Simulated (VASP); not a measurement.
# MgS (Fm-3m) in VASP: single point with PBEsol

Aim: the single point of MgS with PBEsol.

Program: VASP 6.6.1. These are calculated values, not measurements. Logs are shortened: lines on timing, memory, paths and dates and some standing lists are left out, and cuts for length are marked.

### Step 1. The cell of the first run

Symmetry: Fm-3m, No. 225, cubic system. The conventional cell has a = 5.182 Å, b = 5.182 Å, c = 5.182 Å, α = 90.00°, β = 90.00°, γ = 90.00°. Within 3.4 Å of Mg (site symmetry m-3m) lie 6 S at 2.59 Å. S (site symmetry m-3m) has 6 Mg at 2.59 Å within 3.4 Å.

### Step 2. Single point, PBEsol

File INCAR:

```
ALGO = Normal
EDIFF = 1E-6
ENCUT = 600
GGA = PS
GGA_COMPAT = False
ISIF = 2
ISMEAR = 0
LASPH = True
LCHARG = False
LREAL = False
LWAVE = False
NBANDS = 11
NELM = 120
PREC = Accurate
SIGMA = 0.01
```

File KPOINTS:

```
k-points
0
Gamma
  8 8 8
```

File POSCAR:

```
MgS
1.0
    2.5909610208      2.5909610208      0.0000000000
   -2.5909610208      2.5909610208      0.0000000000
    0.0000000000      2.5909610208      2.5909610208
Mg S
1 1
Direct
    0.0000000000      0.0000000000      0.0000000000
    0.5000000000      0.5000000000      0.0000000000
```

Potentials or basis: VASP PAW PBE potentials, release 64 (Mg, S).

Command:

```console
$ cat potpaw_PBE.64/Mg/POTCAR potpaw_PBE.64/S/POTCAR > POTCAR
$ mpirun -np 1 vasp_std > vasp.out
```

OUTCAR:

```text
EDIFF = 1E-6
   ENCUT = 600
   GGA = PS
   ISIF = 2
   ISMEAR = 0
   LASPH = True
   LREAL = False
   NELM = 120
   PREC = Accurate

 ion  position               nearest neighbor table
   1  0.000  0.000  0.000-   2 2.59   2 2.59   2 2.59   2 2.59   2 2.59   2 2.59
   2  0.500  0.500  0.000-   1 2.59   1 2.59   1 2.59   1 2.59   1 2.59   1 2.59

  LATTYP: Found a face centered cubic cell.
 ALAT       =     5.1819220416

  Lattice vectors:

 A1 = (   0.0000000000,   2.5909610208,   2.5909610208)
 A2 = (   2.5909610208,   0.0000000000,   2.5909610208)
 A3 = (   2.5909610208,   2.5909610208,   0.0000000000)

Analysis of symmetry for initial positions (statically):
=====================================================================
 Subroutine PRICEL returns:
 Original cell was already a primitive cell.

 Routine SETGRP: Setting up the symmetry group for a
 face centered cubic supercell.

 Subroutine GETGRP returns: Found 48 space group operations
 (whereof 48 operations were pure point group operations)
 out of a pool of 48 trial point group operations.

The static configuration has the point symmetry O_h .

Analysis of symmetry for dynamics (positions and initial velocities):
=====================================================================
 Subroutine PRICEL returns:
 Original cell was already a primitive cell.

 Routine SETGRP: Setting up the symmetry group for a
 face centered cubic supercell.

 Subroutine GETGRP returns: Found 48 space group operations
 (whereof 48 operations were pure point group operations)
 out of a pool of 48 trial point group operations.

The dynamic configuration has the point symmetry O_h .

 Subroutine INISYM returns: Found 48 space group operations
 (whereof 48 operations are pure point group operations),
 and found     1 'primitive' translations

----------------------------------------------------------------------------------------

                                     Primitive cell

  volume of cell :      34.7867

  direct lattice vectors                    reciprocal lattice vectors
     2.590961021  2.590961021  0.000000000     0.192978588  0.192978588 -0.192978588
    -2.590961021  2.590961021  0.000000000    -0.192978588  0.192978588 -0.192978588
     0.000000000  2.590961021  2.590961021     0.000000000  0.000000000  0.385957176

  length of vectors
     3.664172215  3.664172215  3.664172215     0.334248720  0.334248720  0.385957176

  position of ions in fractional coordinates (direct lattice)
     0.000000000  0.000000000  0.000000000
     0.500000000  0.500000000  0.000000000

[... 86 lines left out ...]
   PSTRESS=    0.0 pullay stress
   NELECT =       8.0000    total number of electrons
   NUPDOWN=      -1.0000    fix difference up-down
   EMIN   =  10.00;   EMAX   =-10.00  energy-range for DOS
   EFERMI =   0.00;   METHOD = LEGACY
   ISMEAR =     0;   SIGMA  =   0.01  broadening in eV -4-tet -1-fermi 0-gaus
   EFERMI_NEDOS =   21; number of points for ismear=-14 and -15
   IALGO  =     38    algorithm
   IMIX   =      4    mixing-type and parameters
     AMIX     =   0.40;   BMIX     =  1.00
     AMIX_MAG =   1.60;   BMIX_MAG =  1.00
  volume/ion in A,a.u.               =      17.39       117.38
  Fermi-wavevector in a.u.,A,eV,Ry     =   1.002999  1.895394 13.687563  1.006008
  Thomas-Fermi vector in A             =   2.135523
   LORBIT       =      0    0 simple, 1 ext, 2 COOP (PROOUT), +10 PAW based schemes
   GGA     = PS    functional components
   LHFCALC =     F    Hartree Fock is set to
   AEXX    =    0.0000 exact exchange contribution
   IVDW    =     0    specifies the selected vdW correction
   LEPSILON=     F    determine dielectric tensor
   LRPA    =     F    only Hartree local field effects (RPA)
 non-spin polarized calculation
 Gauss-broadening in eV      SIGMA  =   0.01
  energy-cutoff  :      600.00
  volume of cell :       34.79
 maximum number of plane-waves:      1211
 NGX is ok and might be reduce to    30
   NGX = 15   NGY = 15   NGZ = 15

 number of electron       8.0000000 magnetization

 Free energy of the ion-electron system (eV)
  ---------------------------------------------------
  ext. energy  EPLUGINS =         0.00000000
  ---------------------------------------------------
  free energy    TOTEN  =        -9.07550445 eV

  energy without entropy =       -9.07550445  energy(sigma->0) =       -9.07550445

 E-fermi :   3.8585     XC(G=0):  -9.8878

 val. band max:        3.7861784816   @ k =   0.0000   0.0000   0.0000
 cond. band min:       6.5158826987   @ k =   0.5000   0.5000   0.0000
 fundamental gap:      2.7297042171
 Fermi energy:         3.8585402017

 k-point     1 :       0.0000    0.0000    0.0000
  band No.  band energies     occupation
      1      -8.9683      2.00000
      2       3.7862      2.00000
      3       3.7862      2.00000
      4       3.7862      2.00000
      5       7.4765      0.00000
      6      11.6322      0.00000
      7      11.6322      0.00000
      8      11.6322      0.00000
      9      14.1108      0.00000
     10      14.1108      0.00000
     11      16.1120      0.00000
[... 309 lines left out ...]
 k-point    24 :       0.5000    0.2500    0.1250
  band No.  band energies     occupation
      1      -7.4060      2.00000
      2      -0.6405      2.00000
      3       1.5713      2.00000
      4       2.5940      2.00000
      5       9.3185      0.00000
      6       9.8012      0.00000
      7      12.1715      0.00000
      8      13.1769      0.00000
      9      16.0017      0.00000
     10      17.1058      0.00000
     11      19.2796      0.00000

 [... further k-points ...]

------------------------ aborting loop because EDIFF is reached ----------------------------------------

  FORCE on cell =-STRESS in cart. coord.  units (eV):
  Direction    XX          YY          ZZ          XY          YZ          ZX
  --------------------------------------------------------------------------------------
  -------------------------------------------------------------------------------------
  Total       -0.0370070     -0.0370070     -0.0370070      0.0000000      0.0000000      0.0000000
  in kB       -1.7044420     -1.7044420     -1.7044420      0.0000000      0.0000000      0.0000000
  external PRESSURE =      -1.7044420 kB  Pullay stress =       0.0000000 kB

 VOLUME and BASIS-vectors are now :
 -----------------------------------------------------------------------------
  energy-cutoff  :      600.00
  volume of cell :       34.79
      direct lattice vectors                 reciprocal lattice vectors
     2.590961021  2.590961021  0.000000000     0.192978588  0.192978588 -0.192978588
    -2.590961021  2.590961021  0.000000000    -0.192978588  0.192978588 -0.192978588
     0.000000000  2.590961021  2.590961021     0.000000000  0.000000000  0.385957176

 POSITION                                       TOTAL-FORCE (eV/Angst)
 -----------------------------------------------------------------------------------
      0.00000      0.00000      0.00000        -0.000000     -0.000000      0.000000
      0.00000      2.59096      0.00000         0.000000      0.000000      0.000000
 -----------------------------------------------------------------------------------
    total drift:                               -0.000000      0.000000      0.000000

  FREE ENERGIE OF THE ION-ELECTRON SYSTEM (eV)
  ---------------------------------------------------
  free  energy   TOTEN  =        -9.0755044464 eV

  energy  without entropy=       -9.0755044464  energy(sigma->0) =       -9.07550445
```

stdout:

```text
POSCAR found type information on POSCAR MgS
 POSCAR found :  2 types and       2 ions
 scaLAPACK will be used
 -----------------------------------------------------------------------------
|                                                                             |
|                                                                             |
|     You enforced a specific xc type in the INCAR file but a different       |
|     I HOPE YOU KNOW WHAT YOU ARE DOING!                                     |
|                                                                             |
 -----------------------------------------------------------------------------

 LDA part: xc-table for (Slater+PW92), standard interpolation
 POSCAR, INCAR and KPOINTS ok, starting setup
 FFT: planning ... GRIDC
 FFT: planning ... GRID_SOFT
 FFT: planning ... GRID
 WAVECAR not read
 entering main loop
```

Run time: 11 s. Hardware: 1 thread of Intel Xeon Platinum 8259CL at 2.50GHz (Skylake/Cascade Lake), shared host; peak memory 0.16 GiB.

Results:

```
Free energy            : -9.0755 eV
Pressure               : -0.2 GPa
Band gap on the k mesh : 2.73 eV (least direct gap 3.69 eV)
```

Caveat: the PAW data sets were made with another functional, which shifts forces and pressure a little. A hybrid or GW would open this gap; PBEsol tends to underestimate it.
